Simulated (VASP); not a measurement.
Wanted: the native input for a VASP 6.6.1 run.

| Quantity | Value |
| --- | --- |
| Task | single point |
| Functional | PBE |
| Dispersion | D3(BJ) |
| Potentials or basis | VASP PAW PBE potentials, release 64 (Sn_d, O) |
| Cutoff | 520 eV |
| k mesh | 7 × 7 × 1 |
| Occupations | gaussian, width 0.05 eV |
| Spin | no spin polarisation |
| Dipole correction | yes |
| Further INCAR settings | ALGO = Normal; EDIFF = 1e-07; NBANDS = 50 |

The structure of SnO lies in POSCAR:

```
SnO
1.0
    3.8201526160      0.0002954389      0.0000000000
   -0.0003145156      3.8201526145      0.0000000000
    0.0000000000      0.0000000000     22.2260756252
Sn O
4 4
Direct
    0.9999453016      0.9999453016      0.2024648920
    0.4999453016      0.4999453016      0.3087831576
    0.8749453016      0.8749453016      0.5472418081
    0.3749453016      0.3749453016      0.6535600738
    0.9999461184      0.4999461184      0.2556240248
    0.4999461184      0.9999461184      0.2556240248
    0.8749461184      0.3749461184      0.6004009409
    0.3749461184      0.8749461184      0.6004009409
```

This cell differs from its parent crystal: layers slid over each other.

One way to write it, as run:

INCAR

```
SYSTEM = SnO
PREC = Accurate
ENCUT = 520
EDIFF = 1E-7
ISMEAR = 0
SIGMA = 0.05
LREAL = .FALSE.
LASPH = .TRUE.
NELM = 80
ALGO = Normal
ISIF = 2
LWAVE = .FALSE.
LCHARG = .TRUE.
LDIPOL = .TRUE.
IDIPOL = 3
DIPOL = 0.5 0.5 0.428
GGA = PE
IVDW = 12
LELF = .TRUE.
LVHAR = .TRUE.
LVACPOTAV = .TRUE.
NBANDS = 50
```

KPOINTS

```
regular mesh
0
G
  7 7 1
  0 0 0
```

Potentials or basis: VASP PAW PBE potentials, release 64 (Sn_d, O).

Command:

```bash
$ cat potpaw_PBE.64/Sn_d/POTCAR potpaw_PBE.64/O/POTCAR > POTCAR
$ mpirun -np 1 vasp_std > vasp.out
```

Results of the run:

| Quantity | Value |
| --- | --- |
| Largest force | 0.139 eV/Å |
| Band gap on the k mesh | 2.76 eV (least direct gap 2.79 eV) |
| Dispersion energy per atom | -0.146 eV |

Caveat: the cell differs from its parent crystal (layers slid over each other); spin-orbit coupling is left out, which moves the levels of the heavy elements.

Run time: 6.2 min on 1 thread of Intel(R) Xeon(R) Platinum 8259CL CPU @ 2.50GHz (Skylake/Cascade Lake) (shared host), peak memory 0.44 GiB.
